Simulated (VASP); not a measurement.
The system is WC.

```
W C
1.0
     2.96350    0.00000    0.00000
    -1.48175    2.56647    0.00000
     0.00000    0.00000    2.89223
W C
1 1
Direct
  0.00000 0.00000 0.00000
  0.66667 0.33333 0.50000
```

Base run:

```yaml
Program: VASP 6.6.1
Functional: b88 exchange, pbe correlation
Potentials_or_basis: VASP PAW PBE potentials, release 64 (W_sv, C)
Cutoff: 600 eV
k_mesh: 10 × 10 × 9
Occupations: fermi-dirac, width 0.05 eV
Spin: no spin polarisation
```

Its results: band gap on the k mesh zero (bands 9 and 10 overlap by 1.11 eV); pressure -14.6 GPa.

The run is repeated on the same cell with these changes: functional from b88 exchange, pbe correlation to LDA; potentials or basis from VASP PAW PBE potentials, release 64 (W_sv, C) to VASP PAW LDA potentials, release 64 (W_sv, C); cutoff from 600 eV to 520 eV. What comes out?

Band gap on the k mesh zero (bands 9 and 10 overlap by 1.14 eV); pressure -27.5 GPa.

Caveats: the cell stands under tension; spin-orbit coupling is left out, which moves the levels of the heavy elements; the PAW data sets were made with another functional, which shifts forces and pressure a little (at least some runs).
